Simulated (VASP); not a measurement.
Wanted: the native input for a VASP 6.6.1 run.

```yaml
Task: single point
Functional: LDA
Potentials_or_basis: VASP PAW LDA potentials, release 64 (Rh_pv)
Cutoff: 520 eV
k_mesh: 10 × 10 × 5
Occupations: fermi-dirac, width 0.1 eV
Spin: no spin polarisation
Dipole_correction: no
Further_INCAR_settings: ALGO = Normal; EDIFF = 1e-06; NBANDS = 22
```

The structure of Rh lies in POSCAR:

```
Rh
1.0
    2.6561206326      0.0000000000      0.0000000000
   -1.3280603163      2.3002698329      0.0000000000
    0.0000000000      0.0000000000      4.3070998910
Rh
2
Direct
    0.6666666667      0.3333333333      0.7500000000
    0.3333333333      0.6666666667      0.2500000000
```

The input as run:

INCAR

```
SYSTEM = Rh
PREC     = Accurate       ! precision mode
ENCUT    = 520            ! plane-wave cutoff, eV
EDIFF    = 1E-6           ! SCF threshold, eV
ISMEAR   = -1             ! smearing method
SIGMA    = 0.1            ! smearing width, eV
LREAL    = .False.        ! projectors in reciprocal space
LASPH    = .True.         ! aspherical terms in the spheres
NELM     = 100            ! most SCF steps
ALGO     = Normal         ! electronic algorithm
ISIF     = 2              ! what is computed and relaxed
LWAVE    = .False.        ! write WAVECAR
LCHARG   = .True.         ! write CHGCAR
LELF     = .True.         ! ELF
LVHAR    = .True.       
NBANDS   = 22             ! bands
```

KPOINTS

```
regular mesh
0
Gamma
  10 10 5
  0 0 0
```

Potentials or basis: VASP PAW LDA potentials, release 64 (Rh_pv).

Command:

```sh
$ cat potpaw_LDA.64/Rh_pv/POTCAR > POTCAR
$ mpirun -np 1 vasp_std > vasp.out
```

It gave:

- Pressure: 4.3 GPa
- Band gap on the k mesh: zero (band 15 reaches 13.34 eV, above the bottom of band 16 at 10.84 eV)

Run time: 20 s on 1 thread of AMD EPYC 7R43 64-Core Processor (Zen 3) (shared host), peak memory 0.1 GiB.
